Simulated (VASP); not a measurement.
# LaB6 (Pm-3m) in VASP: a series of runs

The runs below take LaB6 through single point, relaxation of cell and atoms, with r2SCAN.

All numbers are computed with VASP 6.6.1; they aren't measurements. Logs are shortened: lines on timing, memory, paths and dates and some standing lists are left out, and cuts for length are marked.

## Step 1: The cell of the first run

Symmetry: Pm-3m, No. 221, cubic system. Conventional cell: a = 4.154 Å, b = 4.154 Å, c = 4.154 Å, α = 90.00°, β = 90.00°, γ = 90.00°. La (site symmetry m-3m) has 24 B at 3.05 Å and 6 La at 4.15 Å within 4.2 Å. Within 2.2 Å of B (site symmetry 4mm) lie 5 B at 1.66 to 1.76 Å.

## Step 2: Single point, r2SCAN

POSCAR reads:

```
LaB6
1.0
    4.1535571139      0.0000000000      0.0000000000
    0.0000000000      4.1535571139      0.0000000000
    0.0000000000      0.0000000000      4.1535571139
La B
1 6
Direct
    0.0000000000      0.0000000000      0.0000000000
    0.1998815139      0.5000000000      0.5000000000
    0.8001184861      0.5000000000      0.5000000000
    0.5000000000      0.5000000000      0.1998815139
    0.5000000000      0.5000000000      0.8001184861
    0.5000000000      0.1998815139      0.5000000000
    0.5000000000      0.8001184861      0.5000000000
```

INCAR.step1 reads:

```
PREC     = Accurate       # precision mode
ENCUT    = 520            # plane-wave cutoff, eV
ISMEAR   = 0              # smearing method
SIGMA    = 0.1            # smearing width, eV
LREAL    = F              # projectors in reciprocal space
LASPH    = T              # aspherical terms in the spheres
NELM     = 100            # most SCF steps
NBANDS   = 24             # bands
GGA      = PE             # functional
ALGO     = Normal         # electronic algorithm
EDIFF    = 1E-4           # SCF threshold, eV
LWAVE    = T              # write WAVECAR
LCHARG   = F              # write CHGCAR
```

INCAR.step2 reads:

```
PREC     = Accurate       # precision mode
ENCUT    = 520            # plane-wave cutoff, eV
EDIFF    = 1E-7           # SCF threshold, eV
ISMEAR   = 0              # smearing method
SIGMA    = 0.1            # smearing width, eV
LREAL    = F              # projectors in reciprocal space
LASPH    = T              # aspherical terms in the spheres
NELM     = 100            # most SCF steps
ALGO     = Normal         # electronic algorithm
ISIF     = 2              # what is computed and relaxed
LWAVE    = F              # write WAVECAR
LCHARG   = T              # write CHGCAR
METAGGA  = R2SCAN         # meta-GGA
LMIXTAU  = T            
LELF     = T              # ELF
LVHAR    = T            
NBANDS   = 24             # bands
ISTART   = 1
```

KPOINTS reads:

```
regular mesh
0
Gamma
  6 6 6
```

Potentials or basis: VASP PAW PBE potentials, release 64 (La, B).

On the command line:

```
cat potpaw_PBE.64/La/POTCAR potpaw_PBE.64/B/POTCAR > POTCAR
cp INCAR.step1 INCAR
mpirun -np 1 vasp_std > vasp.out
cp INCAR.step2 INCAR
mpirun -np 1 vasp_std > vasp.out
```

OUTCAR:

```text
PREC = Accurate
   ENCUT = 520
   EDIFF = 1E-7
   ISMEAR = 0
   LREAL = F
   LASPH = T
   NELM = 100
   ISIF = 2
   METAGGA = R2SCAN
   ISTART = 1

 ion  position               nearest neighbor table
   1  0.000  0.000  0.000-
   2  0.200  0.500  0.500-   3 1.66   4 1.76   5 1.76   6 1.76   7 1.76
   3  0.800  0.500  0.500-   2 1.66   4 1.76   5 1.76   6 1.76   7 1.76
   4  0.500  0.500  0.200-   5 1.66   3 1.76   2 1.76   6 1.76   7 1.76
   5  0.500  0.500  0.800-   4 1.66   3 1.76   2 1.76   6 1.76   7 1.76
   6  0.500  0.200  0.500-   7 1.66   3 1.76   4 1.76   5 1.76   2 1.76
   7  0.500  0.800  0.500-   6 1.66   3 1.76   4 1.76   5 1.76   2 1.76

  LATTYP: Found a simple cubic cell.
 ALAT       =     4.1535571139

  Lattice vectors:

 A1 = (   4.1535571139,   0.0000000000,   0.0000000000)
 A2 = (   0.0000000000,   4.1535571139,   0.0000000000)
 A3 = (   0.0000000000,   0.0000000000,   4.1535571139)

Analysis of symmetry for initial positions (statically):
=====================================================================
 Subroutine PRICEL returns:
 Original cell was already a primitive cell.

 Routine SETGRP: Setting up the symmetry group for a
 simple cubic supercell.

 Subroutine GETGRP returns: Found 48 space group operations
 (whereof 48 operations were pure point group operations)
 out of a pool of 48 trial point group operations.

The static configuration has the point symmetry O_h .

Analysis of symmetry for dynamics (positions and initial velocities):
=====================================================================
 Subroutine PRICEL returns:
 Original cell was already a primitive cell.

 Routine SETGRP: Setting up the symmetry group for a
 simple cubic supercell.

 Subroutine GETGRP returns: Found 48 space group operations
 (whereof 48 operations were pure point group operations)
 out of a pool of 48 trial point group operations.

The dynamic configuration has the point symmetry O_h .

 Subroutine INISYM returns: Found 48 space group operations
 (whereof 48 operations are pure point group operations),
 and found     1 'primitive' translations

----------------------------------------------------------------------------------------

                                     Primitive cell

  volume of cell :      71.6573

  direct lattice vectors                    reciprocal lattice vectors
[... 94 lines left out ...]
   EDIFFG = 0.1E-05   stopping-criterion for IOM
   NSW    =      0    number of steps for IOM
   IBRION =     -1    ionic relax: 0-MD 1-quasi-New 2-CG
   NFREE  =      0    steps in history (QN), initial steepest desc. (CG)
   ISIF   =      2    stress and relaxation
   ISYM   =      2    0-nonsym 1-usesym 2-fastsym
   POTIM  = 0.5000    time-step for ionic-motion
   TEBEG  =    0.0;   TEEND  =   0.0 temperature during run
   PSTRESS=    0.0 pullay stress
   NELECT =      29.0000    total number of electrons
   NUPDOWN=      -1.0000    fix difference up-down
   EMIN   =  10.00;   EMAX   =-10.00  energy-range for DOS
   EFERMI =   0.00;   METHOD = LEGACY
   ISMEAR =     0;   SIGMA  =   0.10  broadening in eV -4-tet -1-fermi 0-gaus
   EFERMI_NEDOS =   21; number of points for ismear=-14 and -15
   IALGO  =     38    algorithm
   IMIX   =      4    mixing-type and parameters
     AMIX     =   0.40;   BMIX     =  1.00
     AMIX_MAG =   1.60;   BMIX_MAG =  1.00
  volume/ion in A,a.u.               =      10.24        69.08
  Fermi-wavevector in a.u.,A,eV,Ry     =   1.210934  2.288334 19.951070  1.466362
  Thomas-Fermi vector in A             =   2.346466
   LORBIT       =      0    0 simple, 1 ext, 2 COOP (PROOUT), +10 PAW based schemes
   METAGGA = R2SCAN    functional components
   LHFCALC =     F    Hartree Fock is set to
   AEXX    =    0.0000 exact exchange contribution
   IVDW    =     0    specifies the selected vdW correction
   LEPSILON=     F    determine dielectric tensor
   LRPA    =     F    only Hartree local field effects (RPA)
 non-spin polarized calculation
 Gauss-broadening in eV      SIGMA  =   0.10
  energy-cutoff  :      520.00
  volume of cell :       71.66
 maximum number of plane-waves:      1956
 NGX is ok and might be reduce to    32
   NGX = 15   NGY = 15   NGZ = 15

 number of electron      29.0000003 magnetization

 Free energy of the ion-electron system (eV)
  ---------------------------------------------------
  ext. energy  EPLUGINS =         0.00000000
  ---------------------------------------------------
  free energy    TOTEN  =       -78.21216490 eV

  energy without entropy =      -78.20583342  energy(sigma->0) =      -78.20899916

 E-fermi :   8.8146     XC(G=0): -11.9376

 val. band max:        8.8044569224   @ k =   0.5000   0.3333   0.0000
 cond. band min:       8.8649166553   @ k =   0.1667   0.1667   0.0000
 fundamental gap:      0.0604597328
 Fermi energy:         8.8146334152

 k-point     1 :       0.0000    0.0000    0.0000
  band No.  band energies     occupation
      1     -25.6434      2.00000
      2      -8.9428      2.00000
      3      -8.9428      2.00000
      4      -8.9428      2.00000
      5      -7.8385      2.00000
      6       0.3556      2.00000
[... 529 lines left out ...]
     23      13.2879      0.00000
     24      13.4258      0.00000

------------------------ aborting loop because EDIFF is reached ----------------------------------------

  FORCE on cell =-STRESS in cart. coord.  units (eV):
  Direction    XX          YY          ZZ          XY          YZ          ZX
  --------------------------------------------------------------------------------------
  -------------------------------------------------------------------------------------
  Total       -0.0832145     -0.0832145     -0.0832145      0.0000000     -0.0000000      0.0000000
  in kB       -1.8605829     -1.8605829     -1.8605829      0.0000000     -0.0000000      0.0000000
  external PRESSURE =      -1.8605829 kB  Pullay stress =       0.0000000 kB

 VOLUME and BASIS-vectors are now :
 -----------------------------------------------------------------------------
  energy-cutoff  :      520.00
  volume of cell :       71.66
      direct lattice vectors                 reciprocal lattice vectors
     4.153557114  0.000000000  0.000000000     0.240757494  0.000000000  0.000000000
     0.000000000  4.153557114  0.000000000     0.000000000  0.240757494  0.000000000
     0.000000000  0.000000000  4.153557114     0.000000000  0.000000000  0.240757494

 POSITION                                       TOTAL-FORCE (eV/Angst)
 -----------------------------------------------------------------------------------
      0.00000      0.00000      0.00000        -0.000000      0.000000     -0.000000
      0.83022      2.07678      2.07678         0.003426     -0.000000      0.000000
      3.32334      2.07678      2.07678        -0.003426      0.000000     -0.000000
      2.07678      2.07678      0.83022         0.000000     -0.000000      0.003426
      2.07678      2.07678      3.32334        -0.000000      0.000000     -0.003426
      2.07678      0.83022      2.07678        -0.000000      0.003426     -0.000000
      2.07678      3.32334      2.07678         0.000000     -0.003426      0.000000
 -----------------------------------------------------------------------------------
    total drift:                               -0.000000      0.000000     -0.000000

  FREE ENERGIE OF THE ION-ELECTRON SYSTEM (eV)
  ---------------------------------------------------
  free  energy   TOTEN  =       -78.2121649034 eV

  energy  without entropy=      -78.2058334226  energy(sigma->0) =      -78.20899916
```

OUTCAR.step1:

```text
PREC = Accurate
   ENCUT = 520
   ISMEAR = 0
   LREAL = F
[... 774 lines left out ...]
      2.07678      2.07678      0.83022         0.000000     -0.000000     -0.091710
      2.07678      2.07678      3.32334        -0.000000      0.000000      0.091710
      2.07678      0.83022      2.07678        -0.000000     -0.091710      0.000000
      2.07678      3.32334      2.07678         0.000000      0.091710      0.000000
 -----------------------------------------------------------------------------------
    total drift:                               -0.000000     -0.000000     -0.000000

  FREE ENERGIE OF THE ION-ELECTRON SYSTEM (eV)
  ---------------------------------------------------
  free  energy   TOTEN  =       -49.0443327049 eV

  energy  without entropy=      -49.0379954005  energy(sigma->0) =      -49.04116405
```

OSZICAR.step1:

```text
N       E                     dE             d eps       ncg     rms          rms(c)
DAV:   1     0.191980977552E+03    0.19198E+03   -0.11240E+04  1048   0.154E+03
DAV:   2    -0.272807730009E+02   -0.21926E+03   -0.18330E+03  1128   0.263E+02
DAV:   3    -0.524508582438E+02   -0.25170E+02   -0.24133E+02  1424   0.109E+02
DAV:   4    -0.534975844386E+02   -0.10467E+01   -0.10382E+01  1720   0.189E+01
DAV:   5    -0.535305373548E+02   -0.32953E-01   -0.32938E-01  1440   0.284E+00    0.911E+00
DAV:   6    -0.493760489865E+02    0.41545E+01   -0.92183E+00  1560   0.155E+01    0.462E+00
DAV:   7    -0.490723173063E+02    0.30373E+00   -0.38877E+00  1480   0.909E+00    0.197E+00
DAV:   8    -0.492153232562E+02   -0.14301E+00   -0.16480E+00  1640   0.124E+01    0.149E+00
DAV:   9    -0.490772245615E+02    0.13810E+00   -0.23007E-01  1648   0.369E+00    0.819E-01
DAV:  10    -0.490454215032E+02    0.31803E-01   -0.28906E-01  1736   0.413E+00    0.246E-01
DAV:  11    -0.490442847235E+02    0.11368E-02   -0.20162E-02  1536   0.118E+00    0.135E-01
DAV:  12    -0.490443327049E+02   -0.47981E-04   -0.51697E-04  1536   0.162E-01
   1 F= -.49044333E+02 E0= -.49041164E+02  d E =-.633730E-02
```

Run time: 1.9 min. Hardware: 1 thread of Oxide Virtual Turin-like, shared host; peak memory 0.18 GiB.

What came out:

```yaml
Free_energy: -78.2122 eV
Pressure: -0.2 GPa
Largest_force: 0.003 eV/Å
Band_gap_on_the_k_mesh: zero (an odd number of electrons rules out a gap without spin polarisation)
```

Forces in eV/Å, atoms in the order of the input:
```
La   0.000  0.000  0.000
B    0.003  0.000  0.000
B   -0.003  0.000  0.000
B    0.000  0.000  0.003
B    0.000  0.000 -0.003
B    0.000  0.003  0.000
B    0.000 -0.003  0.000
```

Levels at points of the mesh, in eV from the Fermi level:
| k point | band 12 | band 13 | band 14 | band 15 | band 16 | band 17 |
| --- | --- | --- | --- | --- | --- | --- |
| (0.00, 0.00, 0.00) | -2.06 | -2.06 | -2.06 | 0.19 | 0.19 | 0.19 |
| (0.50, 0.00, 0.00) | -3.79 | -3.48 | -2.60 | -1.66 | 1.58 | 1.58 |
| (0.50, 0.50, 0.00) | -4.79 | -3.15 | -3.15 | 1.11 | 1.11 | 2.14 |
| (0.50, 0.50, 0.50) | -2.62 | -2.62 | -2.62 | 1.60 | 1.93 | 1.93 |

Caveat: the PAW data sets were made with another functional, which shifts forces and pressure a little; spin-orbit coupling is left out, which moves the levels of the heavy elements; an odd number of electrons without spin polarisation forces a metal; a magnetic or distorted state may lie lower.

## Step 3: Single point, r2SCAN

POSCAR reads:

```
LaB6
1.0
    4.1525011675      0.0000000000      0.0000000000
    0.0000000000      4.1525011675      0.0000000000
    0.0000000000      0.0000000000      4.1525011675
La B
1 6
Direct
    0.0000000000      0.0000000000      0.0000000000
    0.2000602608      0.5000000000      0.5000000000
    0.7999397392      0.5000000000      0.5000000000
    0.5000000000      0.5000000000      0.2000602608
    0.5000000000      0.5000000000      0.7999397392
    0.5000000000      0.2000602608      0.5000000000
    0.5000000000      0.7999397392      0.5000000000
```

Edit INCAR.step1 of step 2 so:

```diff
@@ -6,3 +6,3 @@
 LASPH    = T              # aspherical terms in the spheres
-NELM     = 100            # most SCF steps
+NELM     = 80             # most SCF steps
 NBANDS   = 24             # bands
```

Edit INCAR.step2 of step 2 so:

```diff
@@ -7,3 +7,3 @@
 LASPH    = T              # aspherical terms in the spheres
-NELM     = 100            # most SCF steps
+NELM     = 80             # most SCF steps
 ALGO     = Normal         # electronic algorithm
```

KPOINTS reads:

```
Automatic mesh
0
Gamma
  8 8 8
```

Potentials or basis: VASP PAW PBE potentials, release 64 (La, B).

On the command line:

```
cat potpaw_PBE.64/La/POTCAR potpaw_PBE.64/B/POTCAR > POTCAR
cp INCAR.step1 INCAR
mpirun -np 1 vasp_std > vasp.out
cp INCAR.step2 INCAR
mpirun -np 1 vasp_std > vasp.out
```

It took 2.7 min on 1 thread of Oxide Virtual Turin-like, shared host; peak memory 0.19 GiB.

Results (log left out):

* Free energy: -78.2231 eV
* Pressure: 0.0 GPa
* Largest force: 0.026 eV/Å
* Band gap on the k mesh: zero (an odd number of electrons rules out a gap without spin polarisation)

Forces on the atoms (eV/Å):
```
La   0.000  0.000  0.000
B   -0.026  0.000  0.000
B    0.026  0.000  0.000
B    0.000  0.000 -0.026
B    0.000  0.000  0.026
B    0.000 -0.026  0.000
B    0.000  0.026  0.000
```

Levels at points of the mesh, in eV from the Fermi level:
```csv
k point,band 10,band 11,band 12,band 13,band 14,band 15,band 16,band 17,band 18,band 19
"(0.00, 0.00, 0.00)",-7.48,-7.48,-1.98,-1.98,-1.98,0.28,0.28,0.28,1.66,1.66
"(0.50, 0.00, 0.00)",-6.99,-3.70,-3.70,-3.39,-2.51,-1.58,1.67,1.67,1.71,2.19
"(0.50, 0.50, 0.00)",-6.47,-4.71,-4.71,-3.06,-3.06,1.20,1.20,2.22,2.25,2.25
"(0.50, 0.50, 0.50)",-5.05,-5.05,-2.53,-2.53,-2.53,1.68,2.02,2.02,2.02,2.04
```

Caveat: the PAW data sets were made with another functional, which shifts forces and pressure a little; spin-orbit coupling is left out, which moves the levels of the heavy elements; an odd number of electrons without spin polarisation forces a metal; a magnetic or distorted state may lie lower.

[end of part 1 of 3]

The gap in the log of VASP goes by the Fermi energy; the results here count the filled bands.